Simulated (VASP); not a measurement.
# In2O3 (P-3m1) in VASP: a series of runs

In2O3 is run at these levels: PBE; tasks: single point.

Program: VASP 6.6.1. These are calculated values, not measurements. Logs are shortened: lines on timing, memory, paths and dates and some standing lists are left out, and cuts for length are marked.

## 1. The cell of the first run

Symmetry: P-3m1, No. 164, trigonal system. The conventional cell has a = 3.364 Å, b = 3.364 Å, c = 6.234 Å, α = 90.00°, β = 90.00°, γ = 120.00°. Within 2.7 Å of In (site symmetry 3m) lie 7 O at 2.06 to 2.66 Å. Within 3.2 Å of O (site symmetry -3m) lie 6 In at 2.42 Å and 6 O at 2.89 Å. Within 2.9 Å of O (site symmetry 3m) lie 4 In at 2.06 to 2.66 Å and 6 O at 2.76 to 2.89 Å.

## 2. Single point, PBE (12.22 Å³/atom)

INCAR reads:

```
SYSTEM = In2O3
PREC = Accurate
ENCUT = 520
EDIFF = 1E-6
ISMEAR = 0
SIGMA = 0.01
LREAL = .False.
LASPH = .True.
NELM = 80
ALGO = Normal
ISIF = 2
LWAVE = .False.
LCHARG = .True.
GGA = PE
LELF = .True.
LVHAR = .True.
NBANDS = 30
```

KPOINTS reads:

```
regular mesh
0
Gamma
  9 9 4
  0 0 0
```

POSCAR reads:

```
In2O3
1.0
    3.3641514994      0.0000000000      0.0000000000
   -1.6820757497      2.9134406606      0.0000000000
    0.0000000000      0.0000000000      6.2343755667
In O
2 3
Direct
    0.3333333333      0.6666666667      0.2315476735
    0.6666666667      0.3333333333      0.7684523265
    0.0000000000      0.0000000000      0.0000000000
    0.3333333333      0.6666666667      0.6577844869
    0.6666666667      0.3333333333      0.3422155131
```

Potentials or basis: VASP PAW PBE potentials, release 64 (In_d, O).

Launch:

```console
$ cat potpaw_PBE.64/In_d/POTCAR potpaw_PBE.64/O/POTCAR > POTCAR
$ mpirun -np 1 vasp_std > vasp.out
```

OUTCAR:

```text
SYSTEM = In2O3
   PREC = Accurate
   ENCUT = 520
   EDIFF = 1E-6
   ISMEAR = 0
   LREAL = .False.
   LASPH = .True.
   NELM = 80
   ISIF = 2
   GGA = PE

 ion  position               nearest neighbor table
   1  0.333  0.667  0.232-   5 2.06   5 2.06   5 2.06   3 2.42   3 2.42   3 2.42   4 2.66   2 3.48
                             2 3.48   2 3.48   2 3.87   2 3.87   2 3.87
   2  0.667  0.333  0.768-   4 2.06   4 2.06   4 2.06   3 2.42   3 2.42   3 2.42   5 2.66   1 3.48
                             1 3.48   1 3.48   1 3.87   1 3.87   1 3.87
   3  0.000  0.000  0.000-   1 2.42   2 2.42   1 2.42   2 2.42   2 2.42   1 2.42
   4  0.333  0.667  0.658-   2 2.06   2 2.06   2 2.06   1 2.66
   5  0.667  0.333  0.342-   1 2.06   1 2.06   1 2.06   2 2.66

  LATTYP: Found a hexagonal cell.
 ALAT       =     3.3641514994
 C/A-ratio  =     1.8531791948

  Lattice vectors:

 A1 = (   3.3641514994,   0.0000000000,   0.0000000000)
 A2 = (  -1.6820757497,   2.9134406606,   0.0000000000)
 A3 = (   0.0000000000,   0.0000000000,   6.2343755667)

Analysis of symmetry for initial positions (statically):
=====================================================================
 Subroutine PRICEL returns:
 Original cell was already a primitive cell.

 Routine SETGRP: Setting up the symmetry group for a
 hexagonal supercell.

 Subroutine GETGRP returns: Found 12 space group operations
 (whereof 12 operations were pure point group operations)
 out of a pool of 24 trial point group operations.

The static configuration has the point symmetry D_3d.

Analysis of symmetry for dynamics (positions and initial velocities):
=====================================================================
 Subroutine PRICEL returns:
 Original cell was already a primitive cell.

 Routine SETGRP: Setting up the symmetry group for a
 hexagonal supercell.

 Subroutine GETGRP returns: Found 12 space group operations
 (whereof 12 operations were pure point group operations)
 out of a pool of 24 trial point group operations.

The dynamic configuration has the point symmetry D_3d.

 Subroutine INISYM returns: Found 12 space group operations
 (whereof 12 operations are pure point group operations),
 and found     1 'primitive' translations

----------------------------------------------------------------------------------------

                                     Primitive cell

  volume of cell :      61.1047

  direct lattice vectors                    reciprocal lattice vectors
     3.364151499  0.000000000  0.000000000     0.297251774  0.171618392  0.000000000
    -1.682075750  2.913440661  0.000000000     0.000000000  0.343236783  0.000000000
     0.000000000  0.000000000  6.234375567     0.000000000  0.000000000  0.160400988

  length of vectors
     3.364151499  3.364151499  6.234375567     0.343236783  0.343236783  0.160400988

  position of ions in fractional coordinates (direct lattice)
     0.333333333  0.666666667  0.231547674
     0.666666667  0.333333333  0.768452326
     0.000000000  0.000000000  0.000000000
     0.333333333  0.666666667  0.657784487
     0.666666667  0.333333333  0.342215513

  ion indices of the primitive-cell ions
   primitive index   ion index
                 1           1
                 2           2
                 3           3
                 4           4
                 5           5

----------------------------------------------------------------------------------------

 KPOINTS: regular mesh

Automatic generation of k-mesh.
 Grid dimensions read from file:
 generate k-points for:    9    9    4

 Generating k-lattice:

  Cartesian coordinates                     Fractional coordinates (reciprocal lattice)
     0.033027975  0.019068710  0.000000000     0.111111111 -0.000000000  0.000000000
     0.000000000  0.038137420  0.000000000     0.000000000  0.111111111  0.000000000
     0.000000000  0.000000000  0.040100247     0.000000000  0.000000000  0.250000000

  Length of vectors
     0.038137420  0.038137420  0.040100247

  Shift w.r.t. Gamma in fractional coordinates (k-lattice)
     0.000000000  0.000000000  0.000000000

 Subroutine IBZKPT returns following result:
 ===========================================

 Found     43 irreducible k-points:

 Following reciprocal coordinates:
            Coordinates               Weight
  0.000000  0.000000  0.000000      1.000000
  0.111111  0.000000  0.000000      6.000000
  0.222222  0.000000  0.000000      6.000000
  0.333333  0.000000  0.000000      6.000000
  0.444444  0.000000  0.000000      6.000000
  0.111111  0.111111  0.000000      6.000000
[... 16 lines left out ...]
  0.222222  0.111111  0.250000     12.000000
 -0.111111  0.333333  0.250000     12.000000
 [... further k-points ...]
   k-points           NKPTS =     43   k-points in BZ     NKDIM =     43   number of bands    NBANDS=     30
   number of dos      NEDOS =    301   number of ions     NIONS =      5
   total plane-waves  NPLWV =  37632
   dimension x,y,z NGX =    28 NGY =   28 NGZ =   48
   dimension x,y,z NGXF=    56 NGYF=   56 NGZF=   96
   ions per type =               2   3
   NGX,Y,Z   is equivalent  to a cutoff of  13.84, 13.84, 12.80 a.u.
   NGXF,Y,Z  is equivalent  to a cutoff of  27.67, 27.67, 25.60 a.u.
 SYSTEM =  In2O3
   PREC   = accura    normal or accurate (medium, high low for compatibility)
   ISTART =      0    job   : 0-new  1-cont  2-samecut
   ICHARG =      2    charge: 1-file 2-atom 10-const
   ISPIN  =      1    spin polarized calculation?
   LNONCOLLINEAR =      F non collinear calculations
   LSORBIT =      F    spin-orbit coupling
   LASPH  =      T    aspherical Exc in radial PAW
   ENCUT  =  520.0 eV  38.22 Ry    6.18 a.u.   6.26  6.26 11.59*2*pi/ulx,y,z
   NELM   =     80;   NELMIN=  2; NELMDL= -5     # of ELM steps
   EDIFF  = 0.1E-05   stopping-criterion for ELM
   LREAL  =      F    real-space projection
   EDIFFG = 0.1E-04   stopping-criterion for IOM
   NSW    =      0    number of steps for IOM
   IBRION =     -1    ionic relax: 0-MD 1-quasi-New 2-CG
   NFREE  =      0    steps in history (QN), initial steepest desc. (CG)
   ISIF   =      2    stress and relaxation
   ISYM   =      2    0-nonsym 1-usesym 2-fastsym
   POTIM  = 0.5000    time-step for ionic-motion
   TEBEG  =    0.0;   TEEND  =   0.0 temperature during run
   PSTRESS=    0.0 pullay stress
   NELECT =      44.0000    total number of electrons
   NUPDOWN=      -1.0000    fix difference up-down
   EMIN   =  10.00;   EMAX   =-10.00  energy-range for DOS
   EFERMI =   0.00;   METHOD = LEGACY
   ISMEAR =     0;   SIGMA  =   0.01  broadening in eV -4-tet -1-fermi 0-gaus
   EFERMI_NEDOS =   21; number of points for ismear=-14 and -15
   IALGO  =     38    algorithm
   IMIX   =      4    mixing-type and parameters
     AMIX     =   0.40;   BMIX     =  1.00
     AMIX_MAG =   1.60;   BMIX_MAG =  1.00
  volume/ion in A,a.u.               =      12.22        82.47
  Fermi-wavevector in a.u.,A,eV,Ry     =   1.467352  2.772892 29.294982  2.153120
  Thomas-Fermi vector in A             =   2.582980
   LORBIT       =      0    0 simple, 1 ext, 2 COOP (PROOUT), +10 PAW based schemes
   GGA     = PE    functional components
   LHFCALC =     F    Hartree Fock is set to
   AEXX    =    0.0000 exact exchange contribution
   IVDW    =     0    specifies the selected vdW correction
   LEPSILON=     F    determine dielectric tensor
   LRPA    =     F    only Hartree local field effects (RPA)
 non-spin polarized calculation
 Gauss-broadening in eV      SIGMA  =   0.01
  energy-cutoff  :      520.00
  volume of cell :       61.10
 maximum number of plane-waves:      1656
 NGX is ok and might be reduce to    28
   NGX = 13   NGY = 13   NGZ = 23

 number of electron      44.0000009 magnetization

 Free energy of the ion-electron system (eV)
  ---------------------------------------------------
  ext. energy  EPLUGINS =         0.00000000
  ---------------------------------------------------
  free energy    TOTEN  =       -26.90819695 eV

  energy without entropy =      -26.90819695  energy(sigma->0) =      -26.90819695

 E-fermi :   6.4159     XC(G=0): -11.4731

 val. band max:        6.3527711977   @ k =   0.0000   0.0000   0.0000
 cond. band min:       7.2853697785   @ k =   0.0000   0.0000   0.0000
 fundamental gap:      0.9325985808
 Fermi energy:         6.4158552374

 k-point     1 :       0.0000    0.0000    0.0000
  band No.  band energies     occupation
      1     -11.7109      2.00000
      2     -10.8029      2.00000
      3     -10.0332      2.00000
      4      -6.3895      2.00000
      5      -6.3895      2.00000
      6      -6.3367      2.00000
[... 22 lines left out ...]
     29      18.9598      0.00000
     30      18.9598      0.00000

 k-point     2 :       0.1111    0.0000    0.0000
  band No.  band energies     occupation
      1     -11.6259      2.00000
      2     -10.7921      2.00000
      3     -10.0865      2.00000
      4      -6.3448      2.00000
      5      -6.3341      2.00000
      6      -6.3276      2.00000
[... 22 lines left out ...]
     29      18.0720      0.00000
     30      19.0635      0.00000

 k-point     3 :       0.2222    0.0000    0.0000
  band No.  band energies     occupation
      1     -11.4108      2.00000
      2     -10.7802      2.00000
      3     -10.1887      2.00000
      4      -6.2824      2.00000
      5      -6.2538      2.00000
      6      -6.2353      2.00000
[... 22 lines left out ...]
     29      18.6142      0.00000
     30      19.3254      0.00000

 k-point     4 :       0.3333    0.0000    0.0000
  band No.  band energies     occupation
      1     -11.1778      2.00000
      2     -10.8043      2.00000
      3     -10.2267      2.00000
      4      -6.2340      2.00000
      5      -6.2231      2.00000
      6      -6.1537      2.00000
[... 22 lines left out ...]
     29      18.6255      0.00000
     30      19.1686      0.00000

 k-point     5 :       0.4444    0.0000    0.0000
  band No.  band energies     occupation
      1     -11.0415      2.00000
      2     -10.8512      2.00000
      3     -10.1866      2.00000
      4      -6.2300      2.00000
      5      -6.2186      2.00000
      6      -6.1546      2.00000
[... 22 lines left out ...]
     29      18.2697      0.00000
     30      19.4019      0.00000
[... 526 lines left out ...]
     29      19.0743      0.00000
     30      19.5481      0.00000

 k-point    22 :       0.1111    0.1111    0.2500
  band No.  band energies     occupation
      1     -11.4041      2.00000
      2     -10.9056      2.00000
      3     -10.1111      2.00000
      4      -6.3152      2.00000
      5      -6.2752      2.00000
      6      -6.2597      2.00000
[... 22 lines left out ...]
     29      18.5065      0.00000
     30      18.9801      0.00000

 k-point    23 :       0.2222    0.1111    0.2500
  band No.  band energies     occupation
      1     -11.2050      2.00000
      2     -10.8484      2.00000
      3     -10.2172      2.00000
      4      -6.2772      2.00000
      5      -6.1984      2.00000
      6      -6.1614      2.00000
[... 22 lines left out ...]
     29      18.3407      0.00000
     30      18.7821      0.00000

 k-point    24 :      -0.1111    0.3333    0.2500
  band No.  band energies     occupation
      1     -11.2232      2.00000
      2     -10.8180      2.00000
      3     -10.2286      2.00000
      4      -6.2653      2.00000
      5      -6.1910      2.00000
      6      -6.1373      2.00000
[... 22 lines left out ...]
     29      18.5061      0.00000
     30      18.9751      0.00000

 [... further k-points ...]

------------------------ aborting loop because EDIFF is reached ----------------------------------------

  FORCE on cell =-STRESS in cart. coord.  units (eV):
  Direction    XX          YY          ZZ          XY          YZ          ZX
  --------------------------------------------------------------------------------------
  -------------------------------------------------------------------------------------
  Total        5.0632283      5.0632283      2.9054577      0.0000000     -0.0000000      0.0000000
  in kB      132.7588286    132.7588286     76.1816648      0.0000000     -0.0000000      0.0000000
  external PRESSURE =     113.8997740 kB  Pullay stress =       0.0000000 kB

 VOLUME and BASIS-vectors are now :
 -----------------------------------------------------------------------------
  energy-cutoff  :      520.00
  volume of cell :       61.10
      direct lattice vectors                 reciprocal lattice vectors
     3.364151499  0.000000000  0.000000000     0.297251774  0.171618392  0.000000000
    -1.682075750  2.913440661  0.000000000     0.000000000  0.343236783  0.000000000
     0.000000000  0.000000000  6.234375567     0.000000000  0.000000000  0.160400988

 POSITION                                       TOTAL-FORCE (eV/Angst)
 -----------------------------------------------------------------------------------
     -0.00000      1.94229      1.44356         0.000000      0.000000     -0.174641
      1.68208      0.97115      4.79082         0.000000     -0.000000      0.174641
      0.00000      0.00000      0.00000         0.000000      0.000000      0.000000
     -0.00000      1.94229      4.10088        -0.000000      0.000000     -0.424898
      1.68208      0.97115      2.13350         0.000000     -0.000000      0.424898
 -----------------------------------------------------------------------------------
    total drift:                                0.000000     -0.000000      0.000000

  FREE ENERGIE OF THE ION-ELECTRON SYSTEM (eV)
  ---------------------------------------------------
  free  energy   TOTEN  =       -26.9081969525 eV

  energy  without entropy=      -26.9081969525  energy(sigma->0) =      -26.90819695
```

It took 55 s on 1 thread of Intel Xeon Platinum 8488C (Sapphire Rapids), shared host; peak memory 0.22 GiB.

Results:

```
Free energy            : -26.9082 eV
Pressure               : 11.4 GPa
Largest force          : 0.425 eV/Å
Band gap on the k mesh : 0.93 eV
```

Forces on the atoms (eV/Å):
```
In   0.000  0.000 -0.175
In   0.000  0.000  0.175
O    0.000  0.000  0.000
O    0.000  0.000 -0.425
O    0.000  0.000  0.425
```

Stress tensor (GPa, compression positive):
```
13.28  0.00  0.00
 0.00 13.28  0.00
 0.00  0.00  7.62
```

Levels at points of the mesh, in eV from the valence-band top:
| k point | band 18 | band 19 | band 20 | band 21 | band 22 | band 23 | band 24 | band 25 | band 26 | band 27 |
| --- | --- | --- | --- | --- | --- | --- | --- | --- | --- | --- |
| (0.00, 0.00, 0.00) | -1.16 | -1.16 | -0.55 | -0.55 | 0.00 | 0.93 | 5.10 | 5.95 | 11.08 | 11.41 |
| (0.00, 0.00, 0.50) | -1.41 | -0.78 | -0.78 | -0.70 | -0.70 | 2.97 | 3.92 | 5.60 | 10.76 | 10.76 |

Caveat: the stress differs along the axes, from 8 to 13 GPa; spin-orbit coupling is left out, which moves the levels of the heavy elements.

(Part 1 of 2 ends here.)
